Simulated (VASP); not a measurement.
# AlNi (Pm-3m) in VASP: further runs

Runs on AlNi. Level: PBE+U. Tasks: single point.

All numbers are computed with VASP 6.6.1; they aren't measurements. Logs are shortened: lines on timing, memory, paths and dates and some standing lists are left out, and cuts for length are marked.

**1. The cell of the first run**

It takes space group Pm-3m (No. 221, cubic). The conventional cell has a = 2.881 Å, b = 2.881 Å, c = 2.881 Å, α = 90.00°, β = 90.00°, γ = 90.00°. Al (site symmetry m-3m) has 8 Ni at 2.50 Å and 6 Al at 2.88 Å within 3.3 Å. Ni (site symmetry m-3m) has 8 Al at 2.50 Å and 6 Ni at 2.88 Å within 3.3 Å.

**2. Single point, PBE+U, collinear spin, ferromagnetic start**

The input, INCAR:

```
ALGO = Normal
EDIFF = 1E-7
ENCUT = 520
GGA = PE
ISIF = 2
ISMEAR = -1
ISPIN = 2
LASPH = T
LCHARG = F
LDAU = T
LDAUJ = 0 0
LDAUL = -1 2
LDAUPRINT = 1
LDAUTYPE = 2
LDAUU = 0 4.1
LMAXMIX = 4
LORBIT = 11
LREAL = F
LWAVE = F
MAGMOM = 0 0 2 2
NBANDS = 25
NELM = 150
PREC = Accurate
SIGMA = 0.1
```

The input, KPOINTS:

```
k-points
0
Gamma
  9 5 9
```

The input, POSCAR:

```
AlNi
1.0
    2.8810000000      0.0000000000      0.0000000000
    0.0000000000      5.7620000000      0.0000000000
    0.0000000000      0.0000000000      2.8810000000
Al Ni
2 2
Direct
    0.0000000000      0.0000000000      0.0000000000
    0.0000000000      0.5000000000      0.0000000000
    0.5000000000      0.2500000000      0.5000000000
    0.5000000000      0.7500000000      0.5000000000
```

Potentials or basis: VASP PAW PBE potentials, release 64 (Al, Ni).

Command:

```
> cat potpaw_PBE.64/Al/POTCAR potpaw_PBE.64/Ni/POTCAR > POTCAR
> mpirun -np 1 vasp_std > vasp.out
```

OUTCAR:

```text
EDIFF = 1E-7
   ENCUT = 520
   GGA = PE
   ISIF = 2
   ISMEAR = -1
   ISPIN = 2
   LASPH = T
   LORBIT = 11
   LREAL = F
   NELM = 150
   PREC = Accurate

 ion  position               nearest neighbor table
   1  0.000  0.000  0.000-   3 2.50   4 2.50   3 2.50   4 2.50   3 2.50   4 2.50   3 2.50   4 2.50
                             2 2.88   2 2.88
   2  0.000  0.500  0.000-   3 2.50   4 2.50   3 2.50   4 2.50   3 2.50   4 2.50   3 2.50   4 2.50
                             1 2.88   1 2.88
   3  0.500  0.250  0.500-   1 2.50   2 2.50   1 2.50   2 2.50   1 2.50   2 2.50   1 2.50   2 2.50
                             4 2.88   4 2.88
   4  0.500  0.750  0.500-   1 2.50   2 2.50   1 2.50   2 2.50   1 2.50   2 2.50   1 2.50   2 2.50
                             3 2.88   3 2.88

  LATTYP: Found a simple tetragonal cell.
 ALAT       =     2.8810000000
 C/A-ratio  =     2.0000000000

  Lattice vectors:

 A1 = (  -2.8810000000,   0.0000000000,   0.0000000000)
 A2 = (   0.0000000000,   0.0000000000,   2.8810000000)
 A3 = (   0.0000000000,   5.7620000000,   0.0000000000)

Analysis of symmetry for initial positions (statically):
=====================================================================
 Subroutine PRICEL returns following result:

  LATTYP: Found a simple cubic cell.
 ALAT       =     2.8810000000
[... 12 lines left out ...]
 Subroutine GETGRP returns: Found 16 space group operations
 (whereof 16 operations were pure point group operations)
 out of a pool of 16 trial point group operations.

The static configuration has the point symmetry D_4h.

Analysis of symmetry for dynamics (positions and initial velocities):
=====================================================================
 Subroutine PRICEL returns following result:

  LATTYP: Found a simple cubic cell.
 ALAT       =     2.8810000000
[... 12 lines left out ...]
 Subroutine GETGRP returns: Found 16 space group operations
[... 227 lines left out ...]
  o =  0.8661  v =  0.0000 -0.0000  0.8660  0.0000 -0.5000  0.0000  0.0000  0.0000  0.0000  0.0000      0.0000  0.0000  0.0000  0.0000  0.0000  0.0000  0.0000  0.0000  0.0000  0.0000
  o =  0.8669  v =  0.0000  0.0000  0.0000  0.0000  0.0000  0.0000 -0.0000 -0.5000  0.0000 -0.8660      0.0000  0.0000  0.0000  0.0000  0.0000  0.0000  0.0000  0.0000  0.0000  0.0000
  o =  0.8669  v =  0.0000 -0.0000 -0.5000 -0.0000 -0.8660  0.0000  0.0000  0.0000  0.0000  0.0000      0.0000  0.0000  0.0000  0.0000  0.0000  0.0000  0.0000  0.0000  0.0000  0.0000
  o =  0.8765  v =  0.0000 -0.0000 -0.0000  1.0000 -0.0000  0.0000  0.0000  0.0000  0.0000  0.0000      0.0000  0.0000  0.0000  0.0000  0.0000  0.0000  0.0000  0.0000  0.0000  0.0000
  o =  0.8765  v =  0.0000  0.0000  0.0000  0.0000  0.0000  0.0000  0.0000  0.0000  1.0000  0.0000      0.0000  0.0000  0.0000  0.0000  0.0000  0.0000  0.0000  0.0000  0.0000  0.0000
  o =  0.8767  v =  0.0000  1.0000  0.0000  0.0000 -0.0000  0.0000  0.0000  0.0000  0.0000  0.0000      0.0000  0.0000  0.0000  0.0000  0.0000  0.0000  0.0000  0.0000  0.0000  0.0000
  o =  0.8767  v =  1.0000  0.0000  0.0000  0.0000  0.0000  0.0000  0.0000  0.0000  0.0000  0.0000      0.0000  0.0000  0.0000  0.0000  0.0000  0.0000  0.0000  0.0000  0.0000  0.0000
  o =  0.8767  v =  0.0000  0.0000  0.0000  0.0000  0.0000  0.0000  1.0000 -0.0000 -0.0000 -0.0000      0.0000  0.0000  0.0000  0.0000  0.0000  0.0000  0.0000  0.0000  0.0000  0.0000
  o =  0.8767  v =  0.0000  0.0000  0.0000  0.0000  0.0000  1.0000  0.0000  0.0000  0.0000  0.0000      0.0000  0.0000  0.0000  0.0000  0.0000  0.0000  0.0000  0.0000  0.0000  0.0000

 number of electron      26.0000030 magnetization       0.0000336

 Free energy of the ion-electron system (eV)
  ---------------------------------------------------
  ext. energy  EPLUGINS =         0.00000000
  ---------------------------------------------------
  free energy    TOTEN  =       -16.19673657 eV

  energy without entropy =      -16.15225243  energy(sigma->0) =      -16.17449450

 E-fermi :   9.7035     XC(G=0): -12.0060

 val. band max:        9.6636556238   @ k =   0.3333   0.2000   0.1111
 cond. band min:       9.7431951683   @ k =   0.3333   0.4000   0.0000
 fundamental gap:      0.0795395446
 Fermi energy:         9.7034680909

 spin component 1

 k-point     1 :       0.0000    0.0000    0.0000
  band No.  band energies     occupation
      1      -1.1271      1.00000
      2       3.0376      1.00000
      3       3.1535      1.00000
      4       6.1237      1.00000
      5       6.1238      1.00000
      6       6.5773      1.00000
[... 1337 lines left out ...]
     24      24.1806      0.00000
     25      24.4305      0.00000

 [... further k-points ...]
[... 5 lines left out ...]
  --------------------------------------------------------------------------------------
  -------------------------------------------------------------------------------------
  Total       -0.8431662     -0.9495935     -0.8431662      0.0000000      0.0000000      0.0000000
  in kB      -28.2464592    -31.8118205    -28.2464592      0.0000000      0.0000000      0.0000000
  external PRESSURE =     -29.4349129 kB  Pullay stress =       0.0000000 kB

 VOLUME and BASIS-vectors are now :
 -----------------------------------------------------------------------------
  energy-cutoff  :      520.00
  volume of cell :       47.83
      direct lattice vectors                 reciprocal lattice vectors
     2.881000000  0.000000000  0.000000000     0.347101701  0.000000000  0.000000000
     0.000000000  5.762000000  0.000000000     0.000000000  0.173550850  0.000000000
     0.000000000  0.000000000  2.881000000     0.000000000  0.000000000  0.347101701

 POSITION                                       TOTAL-FORCE (eV/Angst)
 -----------------------------------------------------------------------------------
      0.00000      0.00000      0.00000         0.000000      0.000000      0.000000
      0.00000      2.88100      0.00000         0.000000      0.000000      0.000000
      1.44050      1.44050      1.44050         0.000000      0.000000      0.000000
      1.44050      4.32150      1.44050         0.000000     -0.000000      0.000000
 -----------------------------------------------------------------------------------
    total drift:                                0.000000     -0.000000     -0.000000

  FREE ENERGIE OF THE ION-ELECTRON SYSTEM (eV)
  ---------------------------------------------------
  free  energy   TOTEN  =       -16.1967365727 eV

  energy  without entropy=      -16.1522524252  energy(sigma->0) =      -16.17449450

 total charge

# of ion       s       p       d       tot
------------------------------------------
    1        0.384   0.403   0.000   0.787
    2        0.384   0.403   0.000   0.787
    3        0.454   0.484   8.692   9.630
    4        0.454   0.484   8.692   9.630
--------------------------------------------------
tot          1.678   1.773  17.383  20.834

 magnetization (x)

# of ion       s       p       d       tot
------------------------------------------
    1        0.000   0.000   0.000   0.000
    2        0.000   0.000   0.000   0.000
    3        0.000  -0.000   0.000   0.000
    4        0.000  -0.000   0.000   0.000
--------------------------------------------------
tot          0.000   0.000   0.000   0.000
```

OSZICAR:

```text
N       E                     dE             d eps       ncg     rms          rms(c)
DAV:   1     0.137459088385E+03    0.13746E+03   -0.10880E+04  4524   0.119E+03
DAV:   2    -0.708994028804E+01   -0.14455E+03   -0.13415E+03  4628   0.242E+02
DAV:   3    -0.163662518859E+02   -0.92763E+01   -0.90822E+01  5376   0.726E+01
DAV:   4    -0.165366911719E+02   -0.17044E+00   -0.17027E+00  5232   0.893E+00
DAV:   5    -0.165421886217E+02   -0.54974E-02   -0.54971E-02  5602   0.165E+00    0.166E+01
DAV:   6    -0.198426934747E+02   -0.33005E+01   -0.21411E+01  5243   0.879E+01    0.185E+01
DAV:   7    -0.161324285637E+02    0.37103E+01   -0.10263E+01  5285   0.549E+01    0.318E+00
DAV:   8    -0.161904019769E+02   -0.57973E-01   -0.58404E-01  6033   0.953E+00    0.165E+00
DAV:   9    -0.161950645599E+02   -0.46626E-02   -0.87459E-02  6154   0.275E+00    0.758E-01
DAV:  10    -0.161954936161E+02   -0.42906E-03   -0.89473E-03  6151   0.978E-01    0.269E-01
DAV:  11    -0.161965528832E+02   -0.10593E-02   -0.29059E-03  6443   0.712E-01    0.122E-01
DAV:  12    -0.161967056854E+02   -0.15280E-03   -0.54638E-04  6469   0.290E-01    0.491E-02
DAV:  13    -0.161967258616E+02   -0.20176E-04   -0.53271E-05  5897   0.725E-02    0.245E-02
DAV:  14    -0.161967344417E+02   -0.85800E-05   -0.10072E-05  6301   0.366E-02    0.103E-02
DAV:  15    -0.161967363584E+02   -0.19167E-05   -0.36894E-06  6189   0.226E-02    0.340E-03
DAV:  16    -0.161967365705E+02   -0.21215E-06   -0.72361E-07  4899   0.843E-03    0.151E-03
DAV:  17    -0.161967365727E+02   -0.21587E-08   -0.64376E-08  2575   0.256E-03
   1 F= -.16196737E+02 E0= -.16174494E+02  d E =-.444841E-01  mag=    -0.0000
```

It took 89 s on 1 thread of Intel Xeon Platinum 8259CL at 2.50GHz (Skylake/Cascade Lake), shared host; peak memory 0.24 GiB.

Results:

| Quantity | Value |
| --- | --- |
| Free energy | -16.1967 eV |
| Pressure | -2.9 GPa |
| Band gap on the k mesh | zero (filled and empty bands overlap) |
| Net moment | 0.00 μB per cell |
| Valence electrons inside the program's atomic spheres | Al 0.79; Ni 9.63 |

Stress tensor (GPa, compression positive):
```
-2.82  0.00  0.00
 0.00 -3.18  0.00
 0.00  0.00 -2.82
```

Eigenvalues of the final occupation matrices:
| site | spin | trace | eigenvalues |
| --- | --- | --- | --- |
| site 3 d | 1 | 4.36 | 0.87 0.87 0.88 0.88 0.88 |
| site 3 d | 2 | 4.36 | 0.87 0.87 0.88 0.88 0.88 |
| site 4 d | 1 | 4.36 | 0.87 0.87 0.88 0.88 0.88 |
| site 4 d | 2 | 4.36 | 0.87 0.87 0.88 0.88 0.88 |

Caveat: the starting moments collapsed, and a magnetic state may lie lower; the U is typed as a test and isn't derived for this compound. The state reached can hang on the start; a lower one may exist.

**3. Single point, PBE+U, collinear spin, ferromagnetic start**

The input, INCAR:

```
SYSTEM = AlNi
PREC = Accurate
ENCUT = 520
EDIFF = 1E-7
ISMEAR = -1
SIGMA = 0.1
LREAL = .FALSE.
LASPH = .TRUE.
NELM = 150
ALGO = Normal
ISIF = 2
LWAVE = .FALSE.
LCHARG = .FALSE.
ISPIN = 2
MAGMOM = 0 0 3 3
LORBIT = 11
LMAXMIX = 4
LDAU = .TRUE.
LDAUTYPE = 2
LDAUL = -1 2
LDAUU = 0 4.1
LDAUJ = 0 0
LDAUPRINT = 1
GGA = PE
NBANDS = 25
```

The input, KPOINTS:

```
regular mesh
0
G
  9 5 9
  0 0 0
```

POSCAR is that of step 2.

Potentials or basis: VASP PAW PBE potentials, release 64 (Al, Ni).

Command:

```
> cat potpaw_PBE.64/Al/POTCAR potpaw_PBE.64/Ni/POTCAR > POTCAR
> mpirun -np 1 vasp_std > vasp.out
```

OUTCAR:

```text
SYSTEM = AlNi
   PREC = Accurate
   ENCUT = 520
   EDIFF = 1E-7
   ISMEAR = -1
   LREAL = .FALSE.
   LASPH = .TRUE.
   NELM = 150
   ISIF = 2
   ISPIN = 2
   LORBIT = 11
   GGA = PE

 ion  position               nearest neighbor table
   1  0.000  0.000  0.000-   3 2.50   4 2.50   3 2.50   4 2.50   3 2.50   4 2.50   3 2.50   4 2.50
                             2 2.88   2 2.88
   2  0.000  0.500  0.000-   3 2.50   4 2.50   3 2.50   4 2.50   3 2.50   4 2.50   3 2.50   4 2.50
                             1 2.88   1 2.88
   3  0.500  0.250  0.500-   1 2.50   2 2.50   1 2.50   2 2.50   1 2.50   2 2.50   1 2.50   2 2.50
                             4 2.88   4 2.88
   4  0.500  0.750  0.500-   1 2.50   2 2.50   1 2.50   2 2.50   1 2.50   2 2.50   1 2.50   2 2.50
                             3 2.88   3 2.88
[... 1677 lines left out ...]
     0.000000000  0.000000000  2.881000000     0.000000000  0.000000000  0.347101701

 POSITION                                       TOTAL-FORCE (eV/Angst)
 -----------------------------------------------------------------------------------
      0.00000      0.00000      0.00000         0.000000      0.000000      0.000000
      0.00000      2.88100      0.00000         0.000000      0.000000      0.000000
      1.44050      1.44050      1.44050         0.000000      0.000000      0.000000
      1.44050      4.32150      1.44050         0.000000      0.000000      0.000000
 -----------------------------------------------------------------------------------
    total drift:                                0.000000     -0.000000     -0.000000

  FREE ENERGIE OF THE ION-ELECTRON SYSTEM (eV)
  ---------------------------------------------------
  free  energy   TOTEN  =       -16.1967365810 eV

  energy  without entropy=      -16.1522523684  energy(sigma->0) =      -16.17449447

 total charge

# of ion       s       p       d       tot
------------------------------------------
    1        0.384   0.403   0.000   0.787
    2        0.384   0.403   0.000   0.787
    3        0.454   0.484   8.692   9.630
    4        0.454   0.484   8.692   9.630
--------------------------------------------------
tot          1.678   1.773  17.383  20.834

 magnetization (x)

# of ion       s       p       d       tot
------------------------------------------
    1        0.000   0.000   0.000   0.000
    2        0.000   0.000   0.000   0.000
    3        0.000  -0.000   0.000   0.000
    4        0.000  -0.000   0.000   0.000
--------------------------------------------------
tot          0.000  -0.000   0.000   0.000
```

stdout:

```text
POSCAR found type information on POSCAR AlNi
 POSCAR found :  2 types and       4 ions
 scaLAPACK will be used
 LDA part: xc-table for (Slater+PW92), standard interpolation
 POSCAR, INCAR and KPOINTS ok, starting setup
 FFT: planning ... GRIDC
 FFT: planning ... GRID_SOFT
 FFT: planning ... GRID
 WAVECAR not read
 entering main loop
```

It took 88 s on 1 thread of Intel Xeon Platinum 8259CL at 2.50GHz (Skylake/Cascade Lake), shared host; peak memory 0.24 GiB.

Results:

| Quantity | Value |
| --- | --- |
| Free energy | -16.1967 eV |
| Pressure | -2.9 GPa |
| Band gap on the k mesh | zero (filled and empty bands overlap) |
| Net moment | 0.00 μB per cell |
| Valence electrons inside the program's atomic spheres | Al 0.79; Ni 9.63 |

Stress tensor (GPa, compression positive):
```
-2.83  0.00  0.00
 0.00 -3.18  0.00
 0.00  0.00 -2.83
```

Eigenvalues of the final occupation matrices:
```csv
site,spin,trace,eigenvalues
site 3 d,1,4.36,0.87 0.87 0.88 0.88 0.88
site 3 d,2,4.36,0.87 0.87 0.88 0.88 0.88
site 4 d,1,4.36,0.87 0.87 0.88 0.88 0.88
site 4 d,2,4.36,0.87 0.87 0.88 0.88 0.88
```

Caveat: the starting moments collapsed, and a magnetic state may lie lower; the U is typed as a test and isn't derived for this compound.
